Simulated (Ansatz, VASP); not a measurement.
# MnHg in VASP and in Ansatz

```
Mn Hg
1.0
     3.31500    0.00000    0.00000
     0.00000    3.31500    0.00000
     0.00000    0.00000    3.31500
Mn Hg
1 1
Direct
  0.50000 0.50000 0.50000
  0.00000 0.00000 0.00000
```

Alike in both runs: task single point; functional PBE; k mesh 11 × 11 × 11; occupations fermi-dirac, width 0.08 eV; non-collinear spin, spin-orbit coupling.

|  | VASP | Ansatz |
| --- | --- | --- |
| version | VASP 6.6.1 | Ansatz 0.2.0 |
| potentials or method | VASP PAW PBE potentials, release 64 (Mn_pv, Hg), cutoff 520 eV | all-electron LAPW |

Ansatz gave:

| Property | Result |
| --- | --- |
| pressure (GPa) | -0.4 |
| net moment per atom (μB) | 1.96 |

Q: Which values does VASP return?

A: Pressure (GPa): 0.4; net moment per atom (μB): 1.96.

Ansatz ran all-electron here, and VASP with PAW potentials. Ansatz's warnings: stability check not made.
